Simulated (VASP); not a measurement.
Crystal: I.

```
I
1.0
     0.00000    2.86643    2.86643
     2.86643    0.00000    2.86643
     2.86643    2.86643    0.00000
I
1
Direct
  0.00000 0.00000 0.00000
```

```yaml
Program: VASP 6.6.1
Task: relaxation of cell and atoms
Functional: r2SCAN
Potentials_or_basis: VASP PAW PBE potentials, release 64 (I)
Cutoff: 600 eV
k_mesh: 12 × 12 × 12
Occupations: gaussian, width 0.1 eV
Spin: no spin polarisation
```

At the start: pressure -3.3 GPa; volume 47.10 Å³/atom.

Question: How do energy, volume and symmetry change on relaxing?

Answer: Over 5 steps the energy falls by 168.4 meV/atom and the volume is 35.38 Å³/atom (-24.9 %); space group Fm-3m (No. 225, to 0.1 Å) before and after.

The path:
| step | energy change (eV) | largest force (eV/Å) | pressure (GPa) | volume (Å³) |
| --- | --- | --- | --- | --- |
| 1 | 0.0000 | 0.0000 | -3.34 | 47.10 |
| 2 | -0.1203 | 0.0000 | -2.47 | 40.73 |
| 3 | -0.1671 | 0.0000 | -0.54 | 36.17 |
| 4 | -0.1683 | 0.0000 | 0.18 | 35.13 |
| 5 | -0.1684 | 0.0000 | 0.00 | 35.38 |

Final structure:
```
CELL_PARAMETERS angstrom
0.00000 2.60566 2.60566
2.60566 0.00000 2.60566
2.60566 2.60566 0.00000
ATOMIC_POSITIONS crystal
I 0.00000 0.00000 0.00000
```

Caveat: the volume moved by over 15 % at a fixed basis, so the end points are rough; the PAW data sets were made with another functional, which shifts forces and pressure a little; an odd number of electrons without spin polarisation forces a metal; a magnetic or distorted state may lie lower.
